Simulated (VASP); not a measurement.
A run of VASP 6.6.1 is set up as follows.

Contents of INCAR:

```
ALGO = Normal
EDIFF = 1E-6
ENCUT = 520
GGA = PE
ISIF = 2
ISMEAR = 0
LASPH = True
LCHARG = False
LREAL = False
LWAVE = False
NBANDS = 8
NELM = 100
PREC = Accurate
SIGMA = 0.15
```

KPOINTS

```
k-points
0
Gamma
  24 24 20
```

Contents of POSCAR:

```
Si
1.0
    2.5550292445      0.0000000000      0.0000000000
   -1.2775146223      2.2127202332      0.0000000000
    0.0000000000      0.0000000000      2.5896721095
Si
1
Direct
    0.0000000000      0.0000000000      0.0000000000
```

Potentials or basis: VASP PAW PBE potentials, release 64 (Si).

Run with:

```console
$ cat potpaw_PBE.64/Si/POTCAR > POTCAR
$ mpirun -np 1 vasp_std > vasp.out
```

Question: Estimate the pressure.

Answer: 3.7 GPa.

Question: What does it give for the band gap on the k mesh?

Answer: Zero (band 2 reaches 15.85 eV, above the bottom of band 3 at 5.27 eV).

Stress tensor (GPa, compression positive):
```
 9.69  0.00  0.00
 0.00  9.69  0.00
 0.00  0.00 -8.33
```

Caveat: the cell differs from its parent crystal (strain -0.025 along x and y, +0.050 along z).
